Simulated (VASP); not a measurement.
A run of VASP 6.6.1:

INCAR

```
SYSTEM = MgSi3N
PREC = Accurate
ENCUT = 520
EDIFF = 1E-6
ISMEAR = 0
SIGMA = 0.1
LREAL = .False.
LASPH = .True.
NELM = 150
ALGO = Normal
ISIF = 2
LWAVE = .False.
LCHARG = .False.
ISPIN = 2
MAGMOM = 0 0 0 0 1
LORBIT = 11
GGA = PE
NBANDS = 22
```

Contents of KPOINTS:

```
regular mesh
0
Gamma
  4 4 4
  0 0 0
```

File POSCAR:

```
MgSi3N
1.0
    2.6663495600     -3.1393061100      0.0000000000
    2.6663495600      3.1393061100      0.0000000000
    0.0000000000      0.0000000000      4.5969433200
Mg Si N
1 3 1
Direct
    0.0000000000      0.0000000000      0.5000000000
    0.7490191000      0.2509809000      0.0000000000
    0.2509809000      0.7490191000      0.0000000000
    0.0000000000      0.0000000000      0.0000000000
    0.5000000000      0.5000000000      0.0000000000
```

Potentials or basis: VASP PAW PBE potentials, release 64 (Mg, Si, N).

Launch:

```sh
$ cat potpaw_PBE.64/Mg/POTCAR potpaw_PBE.64/Si/POTCAR potpaw_PBE.64/N/POTCAR > POTCAR
$ mpirun -np 1 vasp_std > vasp.out
```

Hardware: 1 thread of Intel(R) Xeon(R) 6975P-C (Granite Rapids) (shared host).

**Question.** Estimate the wall time of this run.

**Answer.** Wall time 30 s on 1 thread of Intel(R) Xeon(R) 6975P-C (Granite Rapids) (shared host), peak memory 0.23 GiB. Counts: scf iterations 16, k points 21.
